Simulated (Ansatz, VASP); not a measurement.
Two plane-wave programs on KCl

Contents of POSCAR:

```
KCl
1.0
    3.9144934694      0.0000000000      0.0000000000
    0.0000000000      3.9144934694      0.0000000000
    0.0000000000      0.0000000000      3.9144934694
K Cl
1 1
Direct
    0.0000000000      0.0000000000      0.0000000000
    0.5000000000      0.5000000000      0.5000000000
```

File INCAR.step1:

```
SYSTEM = KCl
  PREC = Accurate
  ENCUT = 520
  EDIFF = 1E-5
  ISMEAR = -1
  SIGMA = 0.05
  LREAL = .FALSE.
  LASPH = .TRUE.
  NELM = 80
  ALGO = Normal
  ISIF = 2
  LWAVE = .TRUE.
  GGA = PE
  NBANDS = 15
```

INCAR.step2

```
SYSTEM = KCl
  PREC = Accurate
  ENCUT = 520
  EDIFF = 1E-6
  ISMEAR = -1
  SIGMA = 0.05
  LREAL = .FALSE.
  LASPH = .TRUE.
  NELM = 80
  ALGO = Normal
  ISIF = 2
  LWAVE = .FALSE.
  LCHARG = .TRUE.
  GGA = PE
  LHFCALC = .TRUE.
  HFSCREEN = 0.2079
  PRECFOCK = Normal
  LELF = .TRUE.
  LVHAR = .TRUE.
  ISTART = 1
  NBANDS = 15
```

File KPOINTS:

```
Automatic mesh
0
G
  4 4 4
  0 0 0
```

Contents of input:

```
crystal:
  lattice:
    - [3.9144934694, 0.0, 0.0]
    - [0.0, 3.9144934694, 0.0]
    - [0.0, 0.0, 3.9144934694]
  atoms:
    - { symbol: K, position: [0.0, 0.0, 0.0] }
    - { symbol: Cl, position: [0.5, 0.5, 0.5] }
hamiltonian:
  xc: hse06
  pseudopotentials: { kind: paw }
kpoints:
  mp_grid: { grid: [4, 4, 4] }
scf:
  occupations: { method: fermi_dirac, width: 0.05 }
output:
  forces: true
  stress: true
  eigenvalues: true
```

Alike in both runs: task single point; functional HSE06; k mesh 4 × 4 × 4; occupations fermi-dirac, width 0.05 eV; no spin polarisation.

```csv
,VASP,Ansatz
version,VASP 6.6.1,Ansatz 0.2.0
potentials or method,"VASP PAW PBE potentials, release 64 (K_sv, Cl)",Ansatz PAW
plane-wave cutoff (eV),520,420
valence electrons in the cell,16,16
```

```tsv
	VASP	Ansatz	Ansatz less VASP
gap on the k mesh at the Fermi level (eV)	5.87	5.87	0.000
least direct gap on the mesh (eV)	6.07	6.07	0.000
pressure (GPa)	-1.3	-1.3	0.00
```
